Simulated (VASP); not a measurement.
# Zr2B (P4_2/mmc) in VASP: a series of runs

Runs on Zr2B. Level: PBE. Tasks: single point, relaxation of cell and atoms.

All numbers are computed with VASP 6.6.1; they aren't measurements. Logs are shortened: lines on timing, memory, paths and dates and some standing lists are left out, and cuts for length are marked.

## Step 1: The cell of the first run

The structure is tetragonal, space group P4_2/mmc (No. 131). The conventional cell has a = 2.967 Å, b = 2.967 Å, c = 11.112 Å, α = 90.00°, β = 90.00°, γ = 90.00°. Within 2.6 Å of Zr (site symmetry 2mm) lie 2 B at 1.95 Å. Within 2.6 Å of B (site symmetry -4m2) lie 4 Zr at 1.95 Å.

The cell was generated, and may not be a known phase.

## Step 2: Single point, PBE

Contents of INCAR:

```
ALGO = Normal
EDIFF = 1E-7
ENCUT = 520
GGA = PE
ISIF = 2
ISMEAR = 0
LASPH = True
LCHARG = False
LREAL = False
LWAVE = False
NBANDS = 36
NELM = 60
PREC = Accurate
SIGMA = 0.1
```

Contents of KPOINTS:

```
k-points
0
Gamma
  6 6 2
```

Contents of POSCAR:

```
Zr2B
1.0
    2.9665578800      0.0000000000      0.0000000000
    0.0000000000      2.9665578800      0.0000000000
    0.0000000000      0.0000000000     11.1124238200
Zr B
4 2
Direct
    0.0000000000      0.5000000000      0.8641184600
    0.5000000000      0.0000000000      0.3641184600
    0.5000000000      0.0000000000      0.6358815400
    0.0000000000      0.5000000000      0.1358815400
    0.0000000000      0.0000000000      0.7500000000
    0.0000000000      0.0000000000      0.2500000000
```

Potentials or basis: VASP PAW PBE potentials, release 64 (Zr_sv, B).

Command:

```bash
$ cat potpaw_PBE.64/Zr_sv/POTCAR potpaw_PBE.64/B/POTCAR > POTCAR
$ mpirun -np 1 vasp_std > vasp.out
```

OUTCAR:

```text
EDIFF = 1E-7
   ENCUT = 520
   GGA = PE
   ISIF = 2
   ISMEAR = 0
   LASPH = True
   LREAL = False
   NELM = 60
   PREC = Accurate

 ion  position               nearest neighbor table
   1  0.000  0.500  0.864-   5 1.95   5 1.95   4 3.02   3 3.29   3 3.29   3 3.29   3 3.29
   2  0.500  0.000  0.364-   6 1.95   6 1.95   3 3.02   4 3.29   4 3.29   4 3.29   4 3.29
   3  0.500  0.000  0.636-   5 1.95   5 1.95   2 3.02   1 3.29   1 3.29   1 3.29   1 3.29
   4  0.000  0.500  0.136-   6 1.95   6 1.95   1 3.02   2 3.29   2 3.29   2 3.29   2 3.29
   5  0.000  0.000  0.750-   1 1.95   3 1.95   1 1.95   3 1.95
   6  0.000  0.000  0.250-   2 1.95   4 1.95   4 1.95   2 1.95

  LATTYP: Found a simple tetragonal cell.
 ALAT       =     2.9665578800
 C/A-ratio  =     3.7458981990

  Lattice vectors:

 A1 = (   2.9665578800,   0.0000000000,   0.0000000000)
 A2 = (   0.0000000000,   2.9665578800,   0.0000000000)
 A3 = (   0.0000000000,   0.0000000000,  11.1124238200)

Analysis of symmetry for initial positions (statically):
=====================================================================
 Subroutine PRICEL returns:
 Original cell was already a primitive cell.

 Routine SETGRP: Setting up the symmetry group for a
 simple tetragonal supercell.

 Subroutine GETGRP returns: Found 16 space group operations
 (whereof  8 operations were pure point group operations)
 out of a pool of 16 trial point group operations.

The static configuration has the point symmetry D_2h.
 The point group associated with its full space group is D_4h.

Analysis of symmetry for dynamics (positions and initial velocities):
=====================================================================
 Subroutine PRICEL returns:
 Original cell was already a primitive cell.

 Routine SETGRP: Setting up the symmetry group for a
 simple tetragonal supercell.

 Subroutine GETGRP returns: Found 16 space group operations
 (whereof  8 operations were pure point group operations)
 out of a pool of 16 trial point group operations.

The dynamic configuration has the point symmetry D_2h.
 The point group associated with its full space group is D_4h.

 Subroutine INISYM returns: Found 16 space group operations
 (whereof  8 operations are pure point group operations),
 and found     1 'primitive' translations

----------------------------------------------------------------------------------------
[... 97 lines left out ...]
   LREAL  =      F    real-space projection
   EDIFFG = 0.1E-05   stopping-criterion for IOM
   NSW    =      0    number of steps for IOM
   IBRION =     -1    ionic relax: 0-MD 1-quasi-New 2-CG
   NFREE  =      0    steps in history (QN), initial steepest desc. (CG)
   ISIF   =      2    stress and relaxation
   ISYM   =      2    0-nonsym 1-usesym 2-fastsym
   POTIM  = 0.5000    time-step for ionic-motion
   TEBEG  =    0.0;   TEEND  =   0.0 temperature during run
   PSTRESS=    0.0 pullay stress
   NELECT =      54.0000    total number of electrons
   NUPDOWN=      -1.0000    fix difference up-down
   EMIN   =  10.00;   EMAX   =-10.00  energy-range for DOS
   EFERMI =   0.00;   METHOD = LEGACY
   ISMEAR =     0;   SIGMA  =   0.10  broadening in eV -4-tet -1-fermi 0-gaus
   EFERMI_NEDOS =   21; number of points for ismear=-14 and -15
   IALGO  =     38    algorithm
   IMIX   =      4    mixing-type and parameters
     AMIX     =   0.40;   BMIX     =  1.00
     AMIX_MAG =   1.60;   BMIX_MAG =  1.00
  volume/ion in A,a.u.               =      16.30       109.99
  Fermi-wavevector in a.u.,A,eV,Ry     =   1.343078  2.538050 24.542989  1.803859
  Thomas-Fermi vector in A             =   2.471181
   LORBIT       =      0    0 simple, 1 ext, 2 COOP (PROOUT), +10 PAW based schemes
   GGA     = PE    functional components
   LHFCALC =     F    Hartree Fock is set to
   AEXX    =    0.0000 exact exchange contribution
   IVDW    =     0    specifies the selected vdW correction
   LEPSILON=     F    determine dielectric tensor
   LRPA    =     F    only Hartree local field effects (RPA)
 non-spin polarized calculation
 Gauss-broadening in eV      SIGMA  =   0.10
  energy-cutoff  :      520.00
  volume of cell :       97.79
 maximum number of plane-waves:      2666
 NGX is ok and might be reduce to    24
   NGX = 11   NGY = 11   NGZ = 41

 number of electron      54.0000001 magnetization

 Free energy of the ion-electron system (eV)
  ---------------------------------------------------
  ext. energy  EPLUGINS =         0.00000000
  ---------------------------------------------------
  free energy    TOTEN  =       -38.00619011 eV

  energy without entropy =      -37.98078458  energy(sigma->0) =      -37.99348734

 E-fermi :   9.1261     XC(G=0): -11.3384

 val. band max:        9.0742226022   @ k =   0.5000   0.3333   0.0000
 cond. band min:       9.1449488794   @ k =   0.3333   0.1667   0.5000
 fundamental gap:      0.0707262772
 Fermi energy:         9.1261436872

 k-point     1 :       0.0000    0.0000    0.0000
  band No.  band energies     occupation
      1     -38.9501      2.00000
      2     -38.9014      2.00000
      3     -38.8686      2.00000
      4     -38.8188      2.00000
      5     -17.8142      2.00000
      6     -17.3748      2.00000
[... 769 lines left out ...]
     35      14.7792      0.00000
     36      14.7792      0.00000

------------------------ aborting loop because EDIFF is reached ----------------------------------------

  FORCE on cell =-STRESS in cart. coord.  units (eV):
  Direction    XX          YY          ZZ          XY          YZ          ZX
  --------------------------------------------------------------------------------------
  -------------------------------------------------------------------------------------
  Total       29.6911867     29.6911867     28.7103306     -0.0000000      0.0000000      0.0000000
  in kB      486.4337378    486.4337378    470.3642722     -0.0000000      0.0000000      0.0000000
  external PRESSURE =     481.0772493 kB  Pullay stress =       0.0000000 kB

 VOLUME and BASIS-vectors are now :
 -----------------------------------------------------------------------------
  energy-cutoff  :      520.00
  volume of cell :       97.79
      direct lattice vectors                 reciprocal lattice vectors
     2.966557880  0.000000000  0.000000000     0.337091013  0.000000000  0.000000000
     0.000000000  2.966557880  0.000000000     0.000000000  0.337091013  0.000000000
     0.000000000  0.000000000 11.112423820     0.000000000  0.000000000  0.089989368

 POSITION                                       TOTAL-FORCE (eV/Angst)
 -----------------------------------------------------------------------------------
      0.00000      1.48328      9.60245        -0.000000     -0.000000      4.890291
      1.48328      0.00000      4.04624         0.000000      0.000000      4.890291
      1.48328      0.00000      7.06619         0.000000     -0.000000     -4.890291
      0.00000      1.48328      1.50997         0.000000     -0.000000     -4.890291
      0.00000      0.00000      8.33432         0.000000      0.000000      0.000000
      0.00000      0.00000      2.77811        -0.000000     -0.000000     -0.000000
 -----------------------------------------------------------------------------------
    total drift:                                0.000000      0.000000      0.000000

  FREE ENERGIE OF THE ION-ELECTRON SYSTEM (eV)
  ---------------------------------------------------
  free  energy   TOTEN  =       -38.0061901116 eV

  energy  without entropy=      -37.9807845779  energy(sigma->0) =      -37.99348734
```

OSZICAR:

```text
N       E                     dE             d eps       ncg     rms          rms(c)
DAV:   1     0.555917657319E+03    0.55592E+03   -0.29069E+04  1448   0.150E+03
DAV:   2    -0.255604523571E+01   -0.55847E+03   -0.54299E+03  1644   0.448E+02
DAV:   3    -0.493887214557E+02   -0.46833E+02   -0.46011E+02  2308   0.984E+01
DAV:   4    -0.525908296507E+02   -0.32021E+01   -0.31850E+01  2096   0.238E+01
DAV:   5    -0.527118350218E+02   -0.12101E+00   -0.12096E+00  2032   0.411E+00    0.535E+01
DAV:   6    -0.378152474451E+02    0.14897E+02   -0.87450E+01  1484   0.398E+01    0.141E+01
DAV:   7    -0.379457273353E+02   -0.13048E+00   -0.59978E+00  1824   0.127E+01    0.736E+00
DAV:   8    -0.379987185489E+02   -0.52991E-01   -0.41699E-01  1984   0.288E+00    0.218E+00
DAV:   9    -0.380079097820E+02   -0.91912E-02   -0.67991E-02  1984   0.145E+00    0.397E-01
DAV:  10    -0.380064278370E+02    0.14819E-02   -0.11751E-02  1776   0.540E-01    0.139E-01
DAV:  11    -0.380062121188E+02    0.21572E-03   -0.15566E-03  1672   0.205E-01    0.308E-02
DAV:  12    -0.380061934116E+02    0.18707E-04   -0.11553E-04  2008   0.536E-02    0.810E-03
DAV:  13    -0.380061907135E+02    0.26982E-05   -0.46085E-06  1920   0.107E-02    0.465E-03
DAV:  14    -0.380061905109E+02    0.20253E-06   -0.31847E-06  1648   0.757E-03    0.274E-03
DAV:  15    -0.380061901296E+02    0.38135E-06   -0.45206E-07  1324   0.288E-03    0.546E-04
DAV:  16    -0.380061901116E+02    0.17999E-07   -0.14091E-08   948   0.938E-04
   1 F= -.38006190E+02 E0= -.37993487E+02  d E =-.254055E-01
```

Wall time 31 s (1 thread of Intel Xeon 6975P-C (Granite Rapids), shared host); peak memory 0.22 GiB.

Results:

| Property | Result |
| --- | --- |
| Free energy | -38.0062 eV |
| Pressure | 48.1 GPa |
| Largest force | 4.890 eV/Å |
| Band gap on the k mesh | zero (bands 27 and 28 overlap by 2.07 eV) |

Forces on the atoms (eV/Å):
```
Zr   0.000  0.000  4.890
Zr   0.000  0.000  4.890
Zr   0.000  0.000 -4.890
Zr   0.000  0.000 -4.890
B    0.000  0.000  0.000
B    0.000  0.000  0.000
```

Stress tensor (GPa, compression positive):
```
48.64  0.00  0.00
 0.00 48.64  0.00
 0.00  0.00 47.04
```

Levels at points of the mesh, in eV from the Fermi level:
| k point | band 23 | band 24 | band 25 | band 26 | band 27 | band 28 | band 29 | band 30 | band 31 | band 32 |
| --- | --- | --- | --- | --- | --- | --- | --- | --- | --- | --- |
| (0.00, 0.00, 0.00) | -1.93 | -1.29 | -1.22 | -1.08 | -1.08 | -0.72 | -0.72 | -0.28 | -0.24 | 0.72 |
| (0.50, 0.00, 0.00) | -1.25 | -0.94 | -0.91 | -0.90 | -0.71 | -0.48 | 1.14 | 1.72 | 2.26 | 2.59 |
| (0.50, 0.50, 0.00) | -1.86 | -1.18 | -0.69 | 0.20 | 0.39 | 0.65 | 0.65 | 2.90 | 2.97 | 2.97 |
| (0.00, 0.00, 0.50) | -1.45 | -1.45 | -1.02 | -1.02 | -0.85 | -0.85 | -0.81 | -0.81 | 0.22 | 0.22 |
| (0.50, 0.00, 0.50) | -0.99 | -0.93 | -0.92 | -0.75 | -0.65 | -0.41 | 0.68 | 1.33 | 2.38 | 2.43 |
| (0.50, 0.50, 0.50) | -1.47 | -1.47 | -0.56 | -0.56 | 1.22 | 1.22 | 1.81 | 1.81 | 1.96 | 1.96 |

Caveat: the cell stands under pressure; forces of over 1 eV/Å act on the atoms, so gaps and moduli don't describe the material at rest.

## Step 3: Single point, PBE

This run uses another cell than the first one, of 22.90 Å³/atom.

Contents of INCAR:

```
SYSTEM = Zr2B
PREC = Accurate
ENCUT = 520
EDIFF = 1E-6
ISMEAR = 0
SIGMA = 0.1
LREAL = .FALSE.
LASPH = .TRUE.
NELM = 60
ALGO = Normal
ISIF = 2
LWAVE = .FALSE.
LCHARG = .FALSE.
GGA = PE
NBANDS = 36
```

Contents of KPOINTS:

```
Automatic mesh
0
G
  6 6 2
  0 0 0
```

Contents of POSCAR:

```
Zr2B
1.0
    3.4147036639      0.0000000000      0.0000000000
    0.0000000000      3.4147036639      0.0000000000
    0.0000000000      0.0000000000     11.7853830583
Zr B
4 2
Direct
    0.0000000000      0.5000000000      0.8663963774
    0.5000000000      0.0000000000      0.3663963774
    0.5000000000      0.0000000000      0.6336036226
    0.0000000000      0.5000000000      0.1336036226
    0.0000000000      0.0000000000      0.7500000000
    0.0000000000      0.0000000000      0.2500000000
```

Potentials or basis: VASP PAW PBE potentials, release 64 (Zr_sv, B).

Command:

```bash
$ cat potpaw_PBE.64/Zr_sv/POTCAR potpaw_PBE.64/B/POTCAR > POTCAR
$ mpirun -np 1 vasp_std > vasp.out
```

Run time: 46 s. Hardware: 1 thread of Intel Xeon 6975P-C (Granite Rapids), shared host; peak memory 0.28 GiB.

Results (log left out):

```yaml
Free_energy: -42.9198 eV
Pressure: -0.1 GPa
Largest_force: 0.005 eV/Å
Band_gap_on_the_k_mesh: zero (bands 27 and 28 overlap by 1.53 eV)
```

Forces in eV/Å, atoms in the order of the input:
```
Zr   0.000  0.000  0.005
Zr   0.000  0.000  0.005
Zr   0.000  0.000 -0.005
Zr   0.000  0.000 -0.005
B    0.000  0.000  0.000
B    0.000  0.000  0.000
```

Stress tensor (GPa, compression positive):
```
-0.03  0.00  0.00
 0.00 -0.03  0.00
 0.00  0.00 -0.12
```

Levels at points of the mesh, in eV from the Fermi level:
```tsv
k point	band 25	band 26	band 27	band 28	band 29	band 30
(0.00, 0.00, 0.00)	-0.89	-0.61	-0.54	-0.54	-0.40	-0.17
(0.50, 0.00, 0.00)	-0.77	-0.60	-0.51	-0.09	0.28	0.90
(0.50, 0.50, 0.00)	-0.09	0.29	0.39	0.53	0.53	1.24
(0.00, 0.00, 0.50)	-0.68	-0.68	-0.62	-0.62	-0.42	-0.42
(0.50, 0.00, 0.50)	-0.75	-0.60	-0.54	-0.06	0.16	0.79
(0.50, 0.50, 0.50)	-0.12	-0.12	0.91	0.91	1.35	1.35
```

## Step 4: Relaxation of cell and atoms, PBE

Contents of INCAR:

```
SYSTEM = Zr2B
  PREC = Accurate
  ENCUT = 600
  EDIFF = 1E-6
  ISMEAR = 0
  SIGMA = 0.1
  LREAL = .False.
  LASPH = .True.
  NELM = 80
  ALGO = Normal
  ISIF = 3
  LWAVE = .False.
  LCHARG = .False.
  GGA = PE
  IBRION = 2
  NSW = 90
  EDIFFG = -0.04
```

Contents of KPOINTS:

```
Automatic mesh
0
Gamma
  6 6 2
  0 0 0
```

Contents of POSCAR:

```
Zr2B
1.0
    2.9665578800      0.0000000000      0.0000000000
    0.0000000000      2.9665578800      0.0000000000
    0.0000000000      0.0000000000     11.1124238200
Zr B
4 2
Direct
    0.0000000000      0.5000000000      0.8641184600
    0.5000000000      0.0000000000      0.3641184600
    0.5000000000      0.0000000000      0.6358815400
    0.0000000000      0.5000000000      0.1358815400
    0.0000000000      0.0000000000      0.7500000000
    0.0000000000      0.0000000000      0.2500000000
```

Command:

```bash
$ cat potpaw_PBE.64/Zr_sv/POTCAR potpaw_PBE.64/B/POTCAR > POTCAR
$ mpirun -np 1 vasp_std > vasp.out
```

It took 5.9 min on 1 thread of Intel Xeon 6975P-C (Granite Rapids), shared host; peak memory 0.26 GiB.

It converged, with:

| Property | Result |
| --- | --- |
| Free energy | -42.9047 eV |
| Relaxed volume | 22.95 Å³/atom |
| Relaxed cell | a = 3.424 Å, b = 3.424 Å, c = 11.750 Å, α = 90.00°, β = 90.00°, γ = 90.00° |
| Space group after relaxing (to 0.1 Å) | P4_2/mmc (No. 131) |
| Energy gained by relaxing | 816.0 meV/atom |
| Ionic steps | 17 |
| Pressure after relaxing | 0.0 GPa |
| Largest force after relaxing | 0.015 eV/Å |
| Band gap on the k mesh | zero (bands 27 and 28 overlap by 1.57 eV) |

Forces in eV/Å, atoms in the order of the input:
```
Zr   0.000  0.000  0.015
Zr   0.000  0.000  0.015
Zr   0.000  0.000 -0.015
Zr   0.000  0.000 -0.015
B    0.000  0.000  0.000
B    0.000  0.000  0.000
```

Stress tensor (GPa, compression positive):
```
-0.10  0.00  0.00
 0.00 -0.10  0.00
 0.00  0.00  0.11
```

The path:
| step | energy change (eV) | largest force (eV/Å) | pressure (GPa) | volume (Å³) |
| --- | --- | --- | --- | --- |
| 1 | 0.0000 | 4.8872 | 48.10 | 97.79 |
| 2 | -0.4863 | 1.6357 | -15.94 | 184.69 |
| 3 | -4.7371 | 0.2510 | -1.91 | 132.55 |
| 4 | -4.7562 | 0.1276 | -0.62 | 130.64 |
| 5 | -4.7587 | 0.0619 | 0.09 | 129.65 |
| 6 | -4.7788 | 0.1526 | 0.15 | 129.91 |
| 7 | -4.8039 | 0.3638 | 0.27 | 130.37 |
| 8 | -4.7975 | 0.4342 | 0.46 | 131.03 |
| 9 | -4.8138 | 0.4594 | 0.28 | 130.66 |
| 10 | -4.8290 | 0.3937 | 0.40 | 131.08 |
| 11 | -4.8443 | 0.2667 | 0.69 | 131.83 |
| 12 | -4.8356 | 0.0458 | 1.37 | 133.28 |
| 13 | -4.8466 | 0.2010 | 0.89 | 132.32 |
| 14 | -4.8646 | 0.2042 | 0.36 | 133.89 |
| 15 | -4.8844 | 0.1969 | -1.00 | 138.18 |
| 16 | -4.8955 | 0.0173 | -0.18 | 137.79 |
| 17 | -4.8958 | 0.0145 | -0.03 | 137.73 |

Final structure:
```cif
data_structure
_symmetry_space_group_name_H-M 'P 1'
_symmetry_Int_Tables_number 1
_cell_length_a 3.4237
_cell_length_b 3.4237
_cell_length_c 11.7497
_cell_angle_alpha 90.000
_cell_angle_beta 90.000
_cell_angle_gamma 90.000
_cell_volume 137.73
loop_
_atom_site_label
_atom_site_type_symbol
_atom_site_fract_x
_atom_site_fract_y
_atom_site_fract_z
_atom_site_occupancy
Zr1 Zr 0.00000 0.50000 0.86608 1
Zr2 Zr 0.50000 0.00000 0.36608 1
Zr3 Zr 0.50000 0.00000 0.63392 1
Zr4 Zr 0.00000 0.50000 0.13392 1
B1 B 0.00000 0.00000 0.75000 1
B2 B 0.00000 0.00000 0.25000 1
```

Levels at points of the mesh, in eV from the Fermi level:
| k point | band 24 | band 25 | band 26 | band 27 | band 28 | band 29 | band 30 | band 31 |
| --- | --- | --- | --- | --- | --- | --- | --- | --- |
| (0.00, 0.00, 0.00) | -0.92 | -0.92 | -0.60 | -0.57 | -0.57 | -0.37 | -0.15 | 0.28 |
| (0.50, 0.00, 0.00) | -0.82 | -0.81 | -0.58 | -0.54 | -0.07 | 0.28 | 0.90 | 1.60 |
| (0.50, 0.50, 0.00) | -0.43 | -0.10 | 0.29 | 0.44 | 0.55 | 0.55 | 1.23 | 1.79 |
| (0.00, 0.00, 0.50) | -0.86 | -0.66 | -0.66 | -0.65 | -0.65 | -0.41 | -0.41 | 0.74 |
| (0.50, 0.00, 0.50) | -0.78 | -0.75 | -0.58 | -0.58 | -0.05 | 0.16 | 0.79 | 1.73 |
| (0.50, 0.50, 0.50) | -0.74 | -0.08 | -0.08 | 0.93 | 0.93 | 1.35 | 1.35 | 1.60 |

Caveat: the volume moved by over 15 % at a fixed basis, so the end points are rough.

(Continued in part 2 of 2.)

The gap in the log of VASP goes by the Fermi energy; the results here count the filled bands.